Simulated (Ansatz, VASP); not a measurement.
# Ni in VASP and in Ansatz

Contents of INCAR:

```
SYSTEM = Ni
  ALGO = Normal
  EDIFF = 1E-7
  ENCUT = 520
  GGA = PS
  ISIF = 2
  ISMEAR = -1
  ISPIN = 2
  LASPH = .TRUE.
  LCHARG = .FALSE.
  LMAXMIX = 4
  LORBIT = 11
  LREAL = .FALSE.
  LWAVE = .FALSE.
  MAGMOM = 0.6
  NBANDS = 15
  NELM = 150
  PREC = Accurate
  SIGMA = 0.05
```

KPOINTS

```
k-points
0
G
  16 16 16
  0 0 0
```

POSCAR

```
Ni
1.0
    0.0000000000      1.7309460158      1.7309460158
    1.7309460158      0.0000000000      1.7309460158
    1.7309460158      1.7309460158      0.0000000000
Ni
1
Direct
    0.0000000000      0.0000000000      0.0000000000
```

Input for Ansatz:

```yaml
crystal:
  lattice:
    - [0.0, 1.73094601575, 1.73094601575]
    - [1.73094601575, 0.0, 1.73094601575]
    - [1.73094601575, 1.73094601575, 0.0]
  atoms:
    - { symbol: Ni, position: [0.0, 0.0, 0.0], spin: 0.6 }
magnetization:
  spin_polarized: true
kpoints:
  mp_grid: { grid: [16, 16, 16] }
scf:
  occupations: { method: fermi_dirac, width: 0.05 }
hamiltonian:
  xc: pbesol
  pseudopotentials: { kind: paw }
output:
  forces: true
  stress: true
  eigenvalues: true
  eigenstates:
    nscf_kmesh: { grid: [28, 28, 28] }
    de_dk: true
    e_range: [-14, 14]
  optics:
    e_range: [0, 25]
    de: 0.2
    sigma: 0.15
    bands: { spectra_wanted_up_to: 25 }
    nscf_kmesh: { grid: [28, 28, 28] }
    drude_damping: 0.2
checkpoint:
  write: ck
  write_wavefunctions: false
```

Alike in both runs: task single point; functional PBEsol; k mesh 16 × 16 × 16; occupations fermi-dirac, width 0.05 eV; collinear spin.

|  | VASP | Ansatz |
| --- | --- | --- |
| version | VASP 6.6.1 | Ansatz 0.2.0 |
| potentials or method | VASP PAW PBE potentials, release 64 (Ni) | PAW with Ansatz's default frozen-core files, scalar-relativistic |
| plane-wave cutoff (eV) | 520 | 420 |
| valence electrons in the cell | 10 | 18 |

Ansatz gave:

```
pressure (GPa)                                                : 0.0
net moment per atom (μB)                                      : 0.59
size of the moment on the site where the two differ most (μB) : 0.63
```

**Question.** Estimate VASP's values.

**Answer.** Pressure (GPa): 0.0; net moment per atom (μB): 0.59; size of the moment on the site where the two differ most (μB): 0.59.

VASP's potentials were made for PBE, not for PBEsol. Site moments also hang on the region over which each program counts them. VASP's potentials hold 10 valence electrons a cell and Ansatz's 18, so a difference there can come from the potentials and not from the codes. Ansatz's warnings: optics on partly filled bands.
